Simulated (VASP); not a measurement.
Write the native input for VASP 6.6.1 that does the following.

| Item | Value |
| --- | --- |
| Task | single point |
| Functional | PBE |
| Dispersion | D3(BJ) |
| Potentials or basis | VASP PAW PBE potentials, release 64 (Te, Mo_sv) |
| Cutoff | 520 eV |
| k mesh | 9 × 9 × 4 |
| Occupations | gaussian, width 0.05 eV |
| Spin | no spin polarisation |
| Dipole correction | no |
| Further INCAR settings | ALGO = Normal; EDIFF = 1e-06; NBANDS = 20 |

The structure of Te2Mo lies in POSCAR:

```
Te2Mo
1.0
    3.6174889149      0.0000000000      0.0000000000
   -1.8087444575      3.1328372982      0.0000000000
    0.0000000000      0.0000000000      7.0908358394
Te Mo
2 1
Direct
    0.3162696480      0.6325392959      0.7614144829
    0.3503970187      0.7007940374      0.2385855171
    0.0000000000      0.0000000000      0.0000000000
```

This cell differs from its parent crystal: mode 5 frozen in at -0.103 Å, strain +e along z and -e/2 along x and y -0.0700.

One way to write it, as run:

INCAR

```
SYSTEM = Te2Mo
PREC = Accurate ; ENCUT = 520
EDIFF = 1E-6 ; ISMEAR = 0
SIGMA = 0.05 ; LREAL = .FALSE.
LASPH = .TRUE. ; NELM = 60
ALGO = Normal ; ISIF = 2
LWAVE = .FALSE. ; LCHARG = .TRUE.
GGA = PE ; IVDW = 12
LELF = .TRUE. ; LVHAR = .TRUE.
NBANDS = 20
```

KPOINTS

```
Automatic mesh
0
G
  9 9 4
  0 0 0
```

Potentials or basis: VASP PAW PBE potentials, release 64 (Te, Mo_sv).

Launch:

```bash
$ cat potpaw_PBE.64/Te/POTCAR potpaw_PBE.64/Mo_sv/POTCAR > POTCAR
$ mpirun -np 1 vasp_std > vasp.out
```

It gave:

```
Pressure                   : 2.8 GPa
Largest force              : 1.458 eV/Å
Band gap on the k mesh     : 0.20 eV, indirect (least direct gap 0.77 eV)
Dispersion energy per atom : -0.500 eV
```

Caveat: the cell differs from its parent crystal (mode 5 frozen in at -0.103 Å, strain +e along z and -e/2 along x and y -0.0700); spin-orbit coupling is left out, which moves the levels of the heavy elements; forces of over 1 eV/Å act on the atoms, so gaps and moduli don't describe the material at rest.

Wall time 99 s on 1 thread of Intel(R) Xeon(R) Platinum 8375C CPU @ 2.90GHz (Ice Lake) (shared host), peak memory 0.3 GiB.
